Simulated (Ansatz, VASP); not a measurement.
KCl: VASP beside Ansatz

```
K Cl
1.0
     0.00000    3.16805    3.16805
     3.16805    0.00000    3.16805
     3.16805    3.16805    0.00000
K Cl
1 1
Direct
  0.00000 0.00000 0.00000
  0.50000 0.50000 0.50000
```

Change from the starting cell: volume scaled by 0.98.

Alike in both runs: task single point; functional PBE; k mesh 13 × 13 × 13; occupations fermi-dirac, width 0.05 eV; no spin polarisation.

|  | VASP | Ansatz |
| --- | --- | --- |
| version | VASP 6.6.1 | Ansatz 0.2.0 |
| potentials or method | VASP PAW PBE potentials, release 64 (K_sv, Cl), cutoff 520 eV | all-electron LAPW, scalar-relativistic |

|  | VASP | Ansatz | Ansatz less VASP |
| --- | --- | --- | --- |
| gap on the k mesh at the Fermi level (eV) | 5.12 | 5.12 | +0.002 |
| pressure (GPa) | 0.4 | 0.4 | -0.02 |

Ansatz ran all-electron here, and VASP with PAW potentials.
